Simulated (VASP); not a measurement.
# PbSe (Fm-3m) in VASP: a series of runs

Runs on PbSe. Level: PBEsol. Tasks: single point.

Everything below comes from runs of VASP 6.6.1. Logs are shortened: lines on timing, memory, paths and dates and some standing lists are left out, and cuts for length are marked.

## Step 1: The cell of the first run

Symmetry: Fm-3m, No. 225, cubic system. Conventional cell: a = 6.103 Å, b = 6.103 Å, c = 6.103 Å, α = 90.00°, β = 90.00°, γ = 90.00°. Within 4.0 Å of Pb (site symmetry m-3m) lie 6 Se at 3.05 Å. Within 4.0 Å of Se (site symmetry m-3m) lie 6 Pb at 3.05 Å.

## Step 2: Single point, PBEsol, non-collinear spin, zero start, spin-orbit coupling

INCAR

```
SYSTEM = PbSe
PREC = Accurate ; ENCUT = 520
EDIFF = 1E-6 ; ISMEAR = -1
SIGMA = 0.01 ; LREAL = .False.
LASPH = .True. ; NELM = 150
ALGO = Normal ; ISIF = 2
LWAVE = .False. ; LCHARG = .False.
LNONCOLLINEAR = .True. ; MAGMOM = 0 0 0 0 0 0
LORBIT = 11 ; LSORBIT = .True.
GGA_COMPAT = .False. ; LORBMOM = .True.
GGA = PS ; NBANDS = 32
```

KPOINTS

```
regular mesh
0
Gamma
  12 12 12
  0 0 0
```

POSCAR

```
PbSe
1.0
    0.0000000000      3.0514739670      3.0514739670
    3.0514739670      0.0000000000      3.0514739670
    3.0514739670      3.0514739670      0.0000000000
Pb Se
1 1
Direct
    0.0000000000      0.0000000000      0.0000000000
    0.5000000000      0.5000000000      0.5000000000
```

Potentials or basis: VASP PAW PBE potentials, release 64 (Pb_d, Se).

On the command line:

```bash
> cat potpaw_PBE.64/Pb_d/POTCAR potpaw_PBE.64/Se/POTCAR > POTCAR
> mpirun -np 1 vasp_ncl > vasp.out
```

OUTCAR:

```text
SYSTEM = PbSe
   PREC = Accurate
   ENCUT = 520
   EDIFF = 1E-6
   ISMEAR = -1
   LREAL = .False.
   LASPH = .True.
   NELM = 150
   ISIF = 2
   LNONCOLLINEAR = .True.
   LORBIT = 11
   LSORBIT = .True.
   GGA = PS

 ion  position               nearest neighbor table
   1  0.000  0.000  0.000-   2 3.05   2 3.05   2 3.05   2 3.05   2 3.05   2 3.05
   2  0.500  0.500  0.500-   1 3.05   1 3.05   1 3.05   1 3.05   1 3.05   1 3.05

  LATTYP: Found a face centered cubic cell.
 ALAT       =     6.1029479340

  Lattice vectors:

 A1 = (   0.0000000000,   3.0514739670,   3.0514739670)
 A2 = (   3.0514739670,   0.0000000000,   3.0514739670)
 A3 = (   3.0514739670,   3.0514739670,   0.0000000000)

Analysis of symmetry for initial positions (statically):
=====================================================================
 Subroutine PRICEL returns:
 Original cell was already a primitive cell.

 Routine SETGRP: Setting up the symmetry group for a
 face centered cubic supercell.

 Subroutine GETGRP returns: Found 48 space group operations
 (whereof 48 operations were pure point group operations)
 out of a pool of 48 trial point group operations.

The static configuration has the point symmetry O_h .

Analysis of symmetry for dynamics (positions and initial velocities):
=====================================================================
 Subroutine PRICEL returns:
 Original cell was already a primitive cell.

 Routine SETGRP: Setting up the symmetry group for a
 face centered cubic supercell.

 Subroutine GETGRP returns: Found 48 space group operations
 (whereof 48 operations were pure point group operations)
 out of a pool of 48 trial point group operations.

The dynamic configuration has the point symmetry O_h .

Analysis of structural, dynamic, and magnetic symmetry:
=====================================================================
 Subroutine PRICEL returns:
 Original cell was already a primitive cell.

 Routine SETGRP: Setting up the symmetry group for a
 face centered cubic supercell.

 Subroutine GETGRP returns: Found 48 space group operations
 (whereof 48 operations were pure point group operations)
 out of a pool of 48 trial point group operations.

The overall configuration has the point symmetry O_h .

 Subroutine INISYM returns: Found 48 space group operations
 (whereof 48 operations are pure point group operations),
 and found     1 'primitive' translations

----------------------------------------------------------------------------------------

                                     Primitive cell

  volume of cell :      56.8276

  direct lattice vectors                    reciprocal lattice vectors
     0.000000000  3.051473967  3.051473967    -0.163855240  0.163855240  0.163855240
     3.051473967  0.000000000  3.051473967     0.163855240 -0.163855240  0.163855240
     3.051473967  3.051473967  0.000000000     0.163855240  0.163855240 -0.163855240

  length of vectors
     4.315435869  4.315435869  4.315435869     0.283805601  0.283805601  0.283805601

  position of ions in fractional coordinates (direct lattice)
     0.000000000  0.000000000  0.000000000
     0.500000000  0.500000000  0.500000000

  ion indices of the primitive-cell ions
   primitive index   ion index
                 1           1
                 2           2

----------------------------------------------------------------------------------------

 KPOINTS: regular mesh

Automatic generation of k-mesh.
 Grid dimensions read from file:
 generate k-points for:   12   12   12

 Generating k-lattice:

  Cartesian coordinates                     Fractional coordinates (reciprocal lattice)
    -0.013654603  0.013654603  0.013654603     0.083333333  0.000000000  0.000000000
     0.013654603 -0.013654603  0.013654603     0.000000000  0.083333333  0.000000000
     0.013654603  0.013654603 -0.013654603     0.000000000  0.000000000  0.083333333

  Length of vectors
     0.023650467  0.023650467  0.023650467
[... 91 lines left out ...]

 number of electron      20.0000003 magnetization      -0.0000000     -0.0000000     -0.0000000

 number of electron      20.0000003 magnetization       0.0000000     -0.0000000      0.0000000

 number of electron      20.0000003 magnetization      -0.0000000      0.0000000     -0.0000000

 Free energy of the ion-electron system (eV)
  ---------------------------------------------------
  ext. energy  EPLUGINS =         0.00000000
  ---------------------------------------------------
  free energy    TOTEN  =        -9.34635208 eV

  energy without entropy =       -9.34635204  energy(sigma->0) =       -9.34635206

 E-fermi :   4.9214     XC(G=0):  -9.7579

 val. band max:        4.8207760491   @ k =   0.5000   0.0000   0.0000
 cond. band min:       5.0220674066   @ k =   0.5000   0.0000   0.0000
 fundamental gap:      0.2012913575
 Fermi energy:         4.9214210755

 k-point     1 :       0.0000    0.0000    0.0000
  band No.  band energies     occupation
      1     -13.1950      1.00000
      2     -13.1950      1.00000
      3     -13.1950      1.00000
      4     -13.1950      1.00000
      5     -10.6467      1.00000
      6     -10.6467      1.00000
[... 829 lines left out ...]
     31      14.3757      0.00000
     32      14.3757      0.00000

 [... further k-points ...]
[... 5 lines left out ...]
  --------------------------------------------------------------------------------------
  -------------------------------------------------------------------------------------
  Total       -0.0992911     -0.0992911     -0.0992911      0.0000000      0.0000000     -0.0000000
  in kB       -2.7993803     -2.7993803     -2.7993803      0.0000000      0.0000000     -0.0000000
  external PRESSURE =      -2.7993803 kB  Pullay stress =       0.0000000 kB

 VOLUME and BASIS-vectors are now :
 -----------------------------------------------------------------------------
  energy-cutoff  :      520.00
  volume of cell :       56.83
      direct lattice vectors                 reciprocal lattice vectors
     0.000000000  3.051473967  3.051473967    -0.163855240  0.163855240  0.163855240
     3.051473967  0.000000000  3.051473967     0.163855240 -0.163855240  0.163855240
     3.051473967  3.051473967  0.000000000     0.163855240  0.163855240 -0.163855240

 POSITION                                       TOTAL-FORCE (eV/Angst)
 -----------------------------------------------------------------------------------
      0.00000      0.00000      0.00000         0.000000      0.000000     -0.000000
      3.05147      3.05147      3.05147         0.000000     -0.000000      0.000000
 -----------------------------------------------------------------------------------
    total drift:                                0.000000     -0.000000     -0.000000

  FREE ENERGIE OF THE ION-ELECTRON SYSTEM (eV)
  ---------------------------------------------------
  free  energy   TOTEN  =        -9.3463520839 eV

  energy  without entropy=       -9.3463520403  energy(sigma->0) =       -9.34635206

 orbital moment (x)

 # of ion     p       d       tot
 ----------------------------------------
  1        -0.000   0.000   0.000
  2         0.000  -0.000  -0.000
 ----------------------------------------
           -0.000   0.000   0.000

 orbital moment (y)

 # of ion     p       d       tot
 ----------------------------------------
  1         0.000   0.000   0.000
  2         0.000  -0.000  -0.000
 ----------------------------------------
            0.000   0.000   0.000

 orbital moment (z)

 # of ion     p       d       tot
 ----------------------------------------
  1         0.000   0.000   0.000
  2         0.000   0.000   0.000
 ----------------------------------------
            0.000   0.000   0.000

 Spin-Orbit-Coupling matrix elements

 Ion:    1  E_soc:     -0.8533666
 l=   1
     0.0000000    -0.0750127    -0.0750127
    -0.0750127     0.0000000    -0.0750127
    -0.0750127    -0.0750127     0.0000000
 l=   2
     0.0000000    -0.0135015     0.0000000    -0.0135015    -0.0537135
    -0.0135015     0.0000000    -0.0402852    -0.0135015    -0.0134284
     0.0000000    -0.0402852     0.0000000    -0.0402852     0.0000000
    -0.0135015    -0.0135015    -0.0402852     0.0000000    -0.0134284
    -0.0537135    -0.0134284     0.0000000    -0.0134284     0.0000000
 l=   3
     0.0000000     0.0000000     0.0000000     0.0000000     0.0000000     0.0000000     0.0000000
     0.0000000     0.0000000     0.0000000     0.0000000     0.0000000     0.0000000     0.0000000
     0.0000000     0.0000000     0.0000000     0.0000000     0.0000000     0.0000000     0.0000000
     0.0000000     0.0000000     0.0000000     0.0000000     0.0000000     0.0000000     0.0000000
     0.0000000     0.0000000     0.0000000     0.0000000     0.0000000     0.0000000     0.0000000
     0.0000000     0.0000000     0.0000000     0.0000000     0.0000000     0.0000000     0.0000000
     0.0000000     0.0000000     0.0000000     0.0000000     0.0000000     0.0000000     0.0000000

 Ion:    2  E_soc:     -0.0498933
 l=   1
     0.0000000    -0.0083331    -0.0083331
    -0.0083331     0.0000000    -0.0083331
    -0.0083331    -0.0083331     0.0000000
 l=   2
     0.0000000    -0.0000022     0.0000000    -0.0000022     0.0000197
    -0.0000022     0.0000000     0.0000148    -0.0000022     0.0000049
     0.0000000     0.0000148     0.0000000     0.0000148     0.0000000
    -0.0000022    -0.0000022     0.0000148     0.0000000     0.0000049
     0.0000197     0.0000049     0.0000000     0.0000049     0.0000000
 l=   3
     0.0000000     0.0000000     0.0000000     0.0000000     0.0000000     0.0000000     0.0000000
     0.0000000     0.0000000     0.0000000     0.0000000     0.0000000     0.0000000     0.0000000
     0.0000000     0.0000000     0.0000000     0.0000000     0.0000000     0.0000000     0.0000000
     0.0000000     0.0000000     0.0000000     0.0000000     0.0000000     0.0000000     0.0000000
     0.0000000     0.0000000     0.0000000     0.0000000     0.0000000     0.0000000     0.0000000
     0.0000000     0.0000000     0.0000000     0.0000000     0.0000000     0.0000000     0.0000000
     0.0000000     0.0000000     0.0000000     0.0000000     0.0000000     0.0000000     0.0000000

 total charge

# of ion       s       p       d       tot
------------------------------------------
    1        1.453   0.571   9.840  11.864
    2        1.473   2.302   0.019   3.794
--------------------------------------------------
tot          2.926   2.874   9.859  15.658

 magnetization (x)

# of ion       s       p       d       tot
------------------------------------------
    1       -0.000  -0.000   0.000  -0.000
    2       -0.000   0.000   0.000  -0.000
--------------------------------------------------
tot         -0.000  -0.000   0.000  -0.000

 magnetization (y)

# of ion       s       p       d       tot
------------------------------------------
    1        0.000   0.000   0.000   0.000
    2       -0.000   0.000   0.000  -0.000
--------------------------------------------------
tot          0.000   0.000   0.000   0.000

 magnetization (z)

# of ion       s       p       d       tot
------------------------------------------
    1        0.000  -0.000  -0.000  -0.000
    2        0.000   0.000   0.000   0.000
--------------------------------------------------
tot          0.000  -0.000  -0.000  -0.000
```

Wall time 3.5 min (1 thread of Intel Xeon 6975P-C, shared host); peak memory 0.43 GiB.

What came out:

* Free energy: -9.3464 eV
* Pressure: -0.3 GPa
* Net moment: 0.00 μB per cell
* Valence electrons inside the program's atomic spheres: Pb 11.86; Se 3.79

Moments on the atoms (μB; x, y, z):
```
Pb  0.00 0.00 0.00
Se  0.00 0.00 0.00
```

Caveat: the PAW data sets were made with another functional, which shifts forces and pressure a little.

## Step 3: Single point, PBEsol, non-collinear spin, zero start, spin-orbit coupling

INCAR

```
PREC = Accurate
ENCUT = 520
EDIFF = 1E-6
ISMEAR = -1
SIGMA = 0.01
LREAL = False
LASPH = True
NELM = 150
ALGO = Normal
ISIF = 2
LWAVE = False
LCHARG = False
LNONCOLLINEAR = True
MAGMOM = 0 0 0 0 0 0
LORBIT = 11
LSORBIT = True
GGA_COMPAT = False
LORBMOM = True
GGA = PS
NBANDS = 32
```

KPOINTS

```
regular mesh
0
Gamma
  12 12 12
```

POSCAR is that of step 2.

Potentials or basis: VASP PAW PBE potentials, release 64 (Pb_d, Se).

On the command line:

```bash
> cat potpaw_PBE.64/Pb_d/POTCAR potpaw_PBE.64/Se/POTCAR > POTCAR
> mpirun -np 1 vasp_ncl > vasp.out
```

Wall time 4.4 min (1 thread of Intel Xeon 6975P-C, shared host); peak memory 0.43 GiB.

The run converged. Its results:

```yaml
Free_energy: -9.3464 eV
Pressure: -0.3 GPa
Net_moment: 0.00 μB per cell
Valence_electrons_inside_the_program's_atomic_spheres: Pb 11.86; Se 3.79
```

Moments on the atoms (μB; x, y, z):
```
Pb  0.00 0.00 0.00
Se  0.00 0.00 0.00
```

Caveat: the PAW data sets were made with another functional, which shifts forces and pressure a little.

(Continued in part 2 of 2.)
